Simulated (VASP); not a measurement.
# Hf (Fm-3m) in VASP: further runs, part 2 of 2

VASP 6.6.1. The steps go on from the part before.

## 3. Single point, PBE

The input, INCAR:

```
ALGO = Normal
EDIFF = 1E-6
ENCUT = 520
GGA = PE
ISIF = 2
ISMEAR = -1
LASPH = True
LCHARG = False
LREAL = False
LWAVE = False
NBANDS = 11
NELM = 80
PREC = Accurate
SIGMA = 0.08
```

The input, KPOINTS:

```
k-points
0
Gamma
  18 18 18
```

The input, POSCAR:

```
Hf
1.0
    0.0000000000      1.8715732054      1.8715732054
    1.8715732054      0.0000000000      1.8715732054
    1.8715732054      1.8715732054      0.0000000000
Hf
1
Direct
    0.0000000000      0.0000000000      0.0000000000
```

Potentials or basis: VASP PAW PBE potentials, release 64 (Hf_pv).

Command:

```bash
> cat potpaw_PBE.64/Hf_pv/POTCAR > POTCAR
> mpirun -np 1 vasp_std > vasp.out
```

OUTCAR:

```text
EDIFF = 1E-6
   ENCUT = 520
   GGA = PE
   ISIF = 2
   ISMEAR = -1
   LASPH = True
   LREAL = False
   NELM = 80
   PREC = Accurate

 ion  position               nearest neighbor table
   1  0.000  0.000  0.000-

  LATTYP: Found a face centered cubic cell.
 ALAT       =     3.7431464108

  Lattice vectors:

 A1 = (   0.0000000000,   1.8715732054,   1.8715732054)
 A2 = (   1.8715732054,   0.0000000000,   1.8715732054)
 A3 = (   1.8715732054,   1.8715732054,   0.0000000000)

Analysis of symmetry for initial positions (statically):
=====================================================================
 Subroutine PRICEL returns:
 Original cell was already a primitive cell.

 Routine SETGRP: Setting up the symmetry group for a
 face centered cubic supercell.

 Subroutine GETGRP returns: Found 48 space group operations
 (whereof 48 operations were pure point group operations)
 out of a pool of 48 trial point group operations.

The static configuration has the point symmetry O_h .

Analysis of symmetry for dynamics (positions and initial velocities):
=====================================================================
 Subroutine PRICEL returns:
 Original cell was already a primitive cell.

 Routine SETGRP: Setting up the symmetry group for a
 face centered cubic supercell.

 Subroutine GETGRP returns: Found 48 space group operations
 (whereof 48 operations were pure point group operations)
 out of a pool of 48 trial point group operations.

The dynamic configuration has the point symmetry O_h .

 Subroutine INISYM returns: Found 48 space group operations
 (whereof 48 operations are pure point group operations),
 and found     1 'primitive' translations

----------------------------------------------------------------------------------------

                                     Primitive cell

  volume of cell :      13.1114

  direct lattice vectors                    reciprocal lattice vectors
     0.000000000  1.871573205  1.871573205    -0.267154925  0.267154925  0.267154925
     1.871573205  0.000000000  1.871573205     0.267154925 -0.267154925  0.267154925
     1.871573205  1.871573205  0.000000000     0.267154925  0.267154925 -0.267154925

  length of vectors
     2.646804210  2.646804210  2.646804210     0.462725904  0.462725904  0.462725904

  position of ions in fractional coordinates (direct lattice)
     0.000000000  0.000000000  0.000000000

  ion indices of the primitive-cell ions
   primitive index   ion index
                 1           1

----------------------------------------------------------------------------------------

 KPOINTS: k-points

Automatic generation of k-mesh.
 Grid dimensions read from file:
 generate k-points for:   18   18   18

 Generating k-lattice:

  Cartesian coordinates                     Fractional coordinates (reciprocal lattice)
    -0.014841940  0.014841940  0.014841940     0.055555556  0.000000000  0.000000000
     0.014841940 -0.014841940  0.014841940     0.000000000  0.055555556  0.000000000
     0.014841940  0.014841940 -0.014841940     0.000000000  0.000000000  0.055555556

  Length of vectors
     0.025706995  0.025706995  0.025706995

  Shift w.r.t. Gamma in fractional coordinates (k-lattice)
     0.000000000  0.000000000  0.000000000

 Subroutine IBZKPT returns following result:
 ===========================================

 Found    195 irreducible k-points:

 Following reciprocal coordinates:
            Coordinates               Weight
  0.000000  0.000000  0.000000      1.000000
  0.055556  0.000000  0.000000      8.000000
  0.111111  0.000000  0.000000      8.000000
  0.166667  0.000000  0.000000      8.000000
  0.222222  0.000000  0.000000      8.000000
  0.277778  0.000000  0.000000      8.000000
[... 16 lines left out ...]
 -0.277778  0.055556  0.000000     24.000000
 -0.222222  0.055556  0.000000     24.000000
 [... further k-points ...]
   k-points           NKPTS =    195   k-points in BZ     NKDIM =    195   number of bands    NBANDS=     11
   number of dos      NEDOS =    301   number of ions     NIONS =      1
   total plane-waves  NPLWV =   8000
   dimension x,y,z NGX =    20 NGY =   20 NGZ =   20
   dimension x,y,z NGXF=    40 NGYF=   40 NGZF=   40
   ions per type =               1
   NGX,Y,Z   is equivalent  to a cutoff of  12.56, 12.56, 12.56 a.u.
   NGXF,Y,Z  is equivalent  to a cutoff of  25.12, 25.12, 25.12 a.u.
 SYSTEM =  unknown system
   PREC   = accura    normal or accurate (medium, high low for compatibility)
   ISTART =      0    job   : 0-new  1-cont  2-samecut
   ICHARG =      2    charge: 1-file 2-atom 10-const
   ISPIN  =      1    spin polarized calculation?
   LNONCOLLINEAR =      F non collinear calculations
   LSORBIT =      F    spin-orbit coupling
   LASPH  =      T    aspherical Exc in radial PAW
   ENCUT  =  520.0 eV  38.22 Ry    6.18 a.u.   4.92  4.92  4.92*2*pi/ulx,y,z
   NELM   =     80;   NELMIN=  2; NELMDL= -5     # of ELM steps
   EDIFF  = 0.1E-05   stopping-criterion for ELM
   LREAL  =      F    real-space projection
   EDIFFG = 0.1E-04   stopping-criterion for IOM
   NSW    =      0    number of steps for IOM
   IBRION =     -1    ionic relax: 0-MD 1-quasi-New 2-CG
   NFREE  =      0    steps in history (QN), initial steepest desc. (CG)
   ISIF   =      2    stress and relaxation
   ISYM   =      2    0-nonsym 1-usesym 2-fastsym
   POTIM  = 0.5000    time-step for ionic-motion
   TEBEG  =    0.0;   TEEND  =   0.0 temperature during run
   PSTRESS=    0.0 pullay stress
   NELECT =      10.0000    total number of electrons
   NUPDOWN=      -1.0000    fix difference up-down
   EMIN   =  10.00;   EMAX   =-10.00  energy-range for DOS
   EFERMI =   0.00;   METHOD = LEGACY
   ISMEAR =    -1;   SIGMA  =   0.08  broadening in eV -4-tet -1-fermi 0-gaus
   EFERMI_NEDOS =   21; number of points for ismear=-14 and -15
   IALGO  =     38    algorithm
   IMIX   =      4    mixing-type and parameters
     AMIX     =   0.40;   BMIX     =  1.00
     AMIX_MAG =   1.60;   BMIX_MAG =  1.00
  volume/ion in A,a.u.               =      13.11        88.48
  Fermi-wavevector in a.u.,A,eV,Ry     =   1.495747  2.826551 30.439740  2.237258
  Thomas-Fermi vector in A             =   2.607852
   LORBIT       =      0    0 simple, 1 ext, 2 COOP (PROOUT), +10 PAW based schemes
   GGA     = PE    functional components
   LHFCALC =     F    Hartree Fock is set to
   AEXX    =    0.0000 exact exchange contribution
   IVDW    =     0    specifies the selected vdW correction
   LEPSILON=     F    determine dielectric tensor
   LRPA    =     F    only Hartree local field effects (RPA)
 non-spin polarized calculation
  energy-cutoff  :      520.00
  volume of cell :       13.11
 maximum number of plane-waves:       366
   NGX =  9   NGY =  9   NGZ =  9

 number of electron      10.0000000 magnetization

 number of electron       9.9999999 magnetization

 Free energy of the ion-electron system (eV)
  ---------------------------------------------------
  ext. energy  EPLUGINS =         0.00000000
  ---------------------------------------------------
  free energy    TOTEN  =        -7.19474143 eV

  energy without entropy =       -7.18157024  energy(sigma->0) =       -7.18815584

 E-fermi :   9.2603     XC(G=0): -13.9873

 val. band max:        9.2565845179   @ k =   0.3889   0.1111   0.0000
 cond. band min:       9.3028696380   @ k =   0.5000   0.2778   0.1111
 fundamental gap:      0.0462851201
 Fermi energy:         9.2602675030

 k-point     1 :       0.0000    0.0000    0.0000
  band No.  band energies     occupation
      1     -18.8745      2.00000
      2     -18.8745      2.00000
      3     -18.8745      2.00000
      4       0.8404      2.00000
      5      10.4382      0.00000
      6      10.4382      0.00000
      7      10.4382      0.00000
      8      15.7480      0.00000
      9      15.7480      0.00000
     10      22.4252      0.00000
     11      23.6603      0.00000
[... 309 lines left out ...]
 k-point    24 :      -0.2222    0.0556    0.0000
  band No.  band energies     occupation
      1     -20.9772      2.00000
      2     -19.2619      2.00000
      3     -19.0643      2.00000
      4       3.7713      2.00000
      5       9.0957      1.77325
      6      11.0129      0.00000
      7      11.2129      0.00000
      8      14.5271      0.00000
      9      16.4037      0.00000
     10      23.6067      0.00000
     11      23.8460      0.00000

 [... further k-points ...]

------------------------ aborting loop because EDIFF is reached ----------------------------------------

  FORCE on cell =-STRESS in cart. coord.  units (eV):
  Direction    XX          YY          ZZ          XY          YZ          ZX
  --------------------------------------------------------------------------------------
  -------------------------------------------------------------------------------------
  Total       11.2534928     11.2534928     11.2534928     -0.0000000     -0.0000000      0.0000000
  in kB     1375.1417480   1375.1417480   1375.1417480     -0.0000000     -0.0000000      0.0000000
  external PRESSURE =    1375.1417480 kB  Pullay stress =       0.0000000 kB

 VOLUME and BASIS-vectors are now :
 -----------------------------------------------------------------------------
  energy-cutoff  :      520.00
  volume of cell :       13.11
      direct lattice vectors                 reciprocal lattice vectors
     0.000000000  1.871573205  1.871573205    -0.267154925  0.267154925  0.267154925
     1.871573205  0.000000000  1.871573205     0.267154925 -0.267154925  0.267154925
     1.871573205  1.871573205  0.000000000     0.267154925  0.267154925 -0.267154925

 POSITION                                       TOTAL-FORCE (eV/Angst)
 -----------------------------------------------------------------------------------
      0.00000      0.00000      0.00000        -0.000000     -0.000000     -0.000000
 -----------------------------------------------------------------------------------
    total drift:                                0.000000      0.000000     -0.000000

  FREE ENERGIE OF THE ION-ELECTRON SYSTEM (eV)
  ---------------------------------------------------
  free  energy   TOTEN  =        -7.1947414330 eV

  energy  without entropy=       -7.1815702372  energy(sigma->0) =       -7.18815584
```

OSZICAR:

```text
N       E                     dE             d eps       ncg     rms          rms(c)
DAV:   1     0.183952184588E+02    0.18395E+02   -0.59167E+03  4354   0.903E+02
DAV:   2    -0.701942132658E+01   -0.25415E+02   -0.24409E+02  4986   0.173E+02
DAV:   3    -0.741199919925E+01   -0.39258E+00   -0.39050E+00  5122   0.149E+01
DAV:   4    -0.741248128143E+01   -0.48208E-03   -0.48206E-03  4673   0.636E-01
DAV:   5    -0.741248190267E+01   -0.62124E-06   -0.62118E-06  5008   0.214E-02    0.649E+01
DAV:   6    -0.725749113825E+01    0.15499E+00   -0.77139E-02  4689   0.220E+00    0.388E+01
DAV:   7    -0.719594848447E+01    0.61543E-01   -0.11752E-01  4713   0.267E+00    0.147E+00
DAV:   8    -0.719473306753E+01    0.12154E-02   -0.48035E-03  4530   0.579E-01    0.171E-01
DAV:   9    -0.719474199703E+01   -0.89295E-05   -0.56425E-05  4949   0.716E-02    0.391E-02
DAV:  10    -0.719474143302E+01    0.56401E-06   -0.54474E-06  4554   0.198E-02
   1 F= -.71947414E+01 E0= -.71881558E+01  d E =-.131712E-01
```

stdout:

```text
POSCAR found type information on POSCAR Hf
 POSCAR found :  1 types and       1 ions
 scaLAPACK will be used
 LDA part: xc-table for (Slater+PW92), standard interpolation
 POSCAR, INCAR and KPOINTS ok, starting setup
 FFT: planning ... GRIDC
 FFT: planning ... GRID_SOFT
 FFT: planning ... GRID
 WAVECAR not read
 entering main loop
```

Wall time 16 s (1 thread of Intel Xeon Platinum 8488C (Sapphire Rapids), shared host); peak memory 0.15 GiB.

What came out:

* Free energy: -7.1947 eV
* Pressure: 137.5 GPa
* Band gap on the k mesh: zero (band 5 reaches 10.54 eV, above the bottom of band 6 at 8.33 eV)

Levels at points of the mesh, in eV from the Fermi level:
| k point | band 3 | band 4 | band 5 | band 6 | band 7 | band 8 |
| --- | --- | --- | --- | --- | --- | --- |
| (0.00, 0.00, 0.00) | -28.13 | -8.42 | 1.18 | 1.18 | 1.18 | 6.49 |
| (0.50, 0.00, 0.00) | -28.63 | -5.60 | 0.65 | 0.65 | 4.11 | 10.73 |
| (0.50, 0.50, 0.00) | -29.54 | -6.44 | -5.04 | 7.74 | 10.83 | 12.10 |

Caveat: spin-orbit coupling is left out, which moves the levels of the heavy elements.

## 4. Relaxation of cell and atoms, PBE, target pressure 140 GPa, at which the enthalpy is minimised

The input, INCAR:

```
PREC     = Accurate       # precision mode
ENCUT    = 600            # plane-wave cutoff, eV
EDIFF    = 1E-6           # SCF threshold, eV
ISMEAR   = -1             # smearing method
SIGMA    = 0.08           # smearing width, eV
LREAL    = F              # projectors in reciprocal space
LASPH    = T              # aspherical terms in the spheres
NELM     = 60             # most SCF steps
ALGO     = Normal         # electronic algorithm
ISIF     = 3              # what is computed and relaxed
LWAVE    = F              # write WAVECAR
LCHARG   = F              # write CHGCAR
GGA      = PE             # functional
IBRION   = 2              # ionic algorithm
NSW      = 32             # ionic steps
EDIFFG   = -0.005         # ionic threshold
PSTRESS  = 1400.0
```

The input, KPOINTS:

```
Automatic mesh
0
Gamma
  18 18 18
```

The input, POSCAR:

```
Hf
1.0
    0.0000000000      1.8713766789      1.8713766789
    1.8713766789      0.0000000000      1.8713766789
    1.8713766789      1.8713766789      0.0000000000
Hf
1
Direct
    0.0000000000      0.0000000000      0.0000000000
```

Command:

```bash
> cat potpaw_PBE.64/Hf_pv/POTCAR > POTCAR
> mpirun -np 1 vasp_std > vasp.out
```

It took 24 s on 1 thread of Intel Xeon Platinum 8559C (Emerald Rapids), shared host; peak memory 0.17 GiB.

Results (log left out):

```yaml
Free_energy: -7.1398 eV
Relaxed_volume: 13.05 Å³/atom
Relaxed_cell: a = 2.642 Å, b = 2.642 Å, c = 2.642 Å, α = 60.00°, β = 60.00°, γ = 60.00°
Space_group_after_relaxing_to_0.05_Å: Fm-3m (No. 225)
Energy_change_on_relaxing_the_enthalpy_is_what_falls: +51.9 meV/atom
Ionic_steps: 3
Pressure_after_relaxing: 140.0 GPa
Band_gap_on_the_k_mesh: zero (band 5 reaches 10.59 eV, above the bottom of band 6 at 8.38 eV)
```

Step by step:
```csv
step,energy change (eV),largest force (eV/Å),pressure (GPa),volume (Å³)
1,0.0000,0.0000,137.66,13.11
2,0.3259,0.0000,152.36,12.75
3,0.0519,0.0000,139.98,13.05
```

Final structure:
```yaml
crystal:
  lattice:
    - [0.00000, 1.86852, 1.86852]
    - [1.86852, 0.00000, 1.86852]
    - [1.86852, 1.86852, 0.00000]
  atoms:
    - { symbol: Hf, position: [0.00000, 0.00000, 0.00000] }
```

Levels at points of the mesh, in eV from the Fermi level:
```
           k point  band 1  band 2  band 3  band 4  band 5  band 6  band 7  band 8  band 9
(0.00, 0.00, 0.00)  -28.12  -28.12  -28.12   -8.42    1.17    1.17    1.17    6.51    6.51
(0.50, 0.00, 0.00)  -32.17  -28.61  -28.61   -5.62    0.64    0.64    4.16   10.77   10.77
(0.50, 0.50, 0.00)  -31.86  -29.54  -29.54   -6.48   -5.08    7.82   10.88   12.16   12.16
```

Caveat: the cell is relaxed towards a set pressure, so the enthalpy falls and the energy may rise; spin-orbit coupling is left out, which moves the levels of the heavy elements.

## 5. Relaxation of cell and atoms, PBE, target pressure 140 GPa, at which the enthalpy is minimised

This run uses another cell than the first one, of 13.21 Å³/atom, 1.007 times its volume.

The input, INCAR:

```
PREC = Accurate
ENCUT = 600
EDIFF = 1E-6
ISMEAR = -1
SIGMA = 0.08
LREAL = False
LASPH = True
NELM = 100
ALGO = Normal
ISIF = 3
LWAVE = False
LCHARG = False
GGA = PE
IBRION = 2
NSW = 60
EDIFFG = -0.005
PSTRESS = 1400.0
```

The input, KPOINTS:

```
regular mesh
0
Gamma
  18 18 18
```

The input, POSCAR:

```
Hf
1.0
    0.0000000000      1.8760184295      1.8760184295
    1.8760184295      0.0000000000      1.8760184295
    1.8760184295      1.8760184295      0.0000000000
Hf
1
Direct
    0.0000000000      0.0000000000      0.0000000000
```

Command:

```bash
> cat potpaw_PBE.64/Hf_pv/POTCAR > POTCAR
> mpirun -np 1 vasp_std > vasp.out
```

Run time: 37 s. Hardware: 1 thread of Intel Xeon Platinum 8559C (Emerald Rapids), shared host; peak memory 0.17 GiB.

It converged, with:

| Quantity | Value |
| --- | --- |
| Free energy | -7.1394 eV |
| Relaxed volume | 13.05 Å³/atom |
| Relaxed cell | a = 2.642 Å, b = 2.642 Å, c = 2.642 Å, α = 60.00°, β = 60.00°, γ = 60.00° |
| Space group after relaxing (to 0.05 Å) | Fm-3m (No. 225) |
| Energy change on relaxing (the enthalpy is what falls) | +135.1 meV/atom |
| Ionic steps | 4 |
| Pressure after relaxing | 140.0 GPa |
| Band gap on the k mesh | zero (band 5 reaches 10.59 eV, above the bottom of band 6 at 8.38 eV) |

The path:
```tsv
step	energy change (eV)	largest force (eV/Å)	pressure (GPa)	volume (Å³)
1	0.0000	0.0000	133.94	13.21
2	0.8907	0.0000	174.35	12.27
3	0.1311	0.0000	139.81	13.05
4	0.1351	0.0000	139.99	13.05
```

Final structure:
```
Hf
1.0
     0.00000    1.86850    1.86850
     1.86850    0.00000    1.86850
     1.86850    1.86850    0.00000
Hf
1
Direct
  0.00000 0.00000 0.00000
```

Levels at points of the mesh, in eV from the Fermi level:
```
           k point  band 2  band 3  band 4  band 5  band 6  band 7  band 8  band 9
(0.00, 0.00, 0.00)  -28.12  -28.12   -8.42    1.17    1.17    1.17    6.51    6.51
(0.50, 0.00, 0.00)  -28.61  -28.61   -5.62    0.64    0.64    4.16   10.77   10.77
(0.50, 0.50, 0.00)  -29.54  -29.54   -6.48   -5.08    7.82   10.88   12.16   12.16
```

Caveat: the cell is relaxed towards a set pressure, so the enthalpy falls and the energy may rise; spin-orbit coupling is left out, which moves the levels of the heavy elements.

## 6. The runs side by side

```csv
task,cell,cutoff (eV),gap on the mesh (eV),pressure (GPa)
single point,"a = 2.647 Å, angles 60.0°, 1 atom",520,none,137.5
relaxation of cell and atoms,"relaxed to 140 GPa from a = 2.647 Å, angles 60.0°, 1 atom",600,none,140.0
relaxation of cell and atoms,"relaxed to 140 GPa from a = 2.653 Å, angles 60.0°, 1 atom",600,none,140.0
```

Alike in all rows: level PBE; potentials or basis VASP PAW PBE potentials, release 64 (Hf_pv); no spin polarisation; k mesh 18 × 18 × 18; smearing fermi-dirac 0.08 eV.

Caveats: spin-orbit coupling is left out, which moves the levels of the heavy elements; the cell is relaxed towards a set pressure, so the enthalpy falls and the energy may rise (some runs).

Total energies depend on the potentials used, so only differences within one code and one set of settings carry meaning.
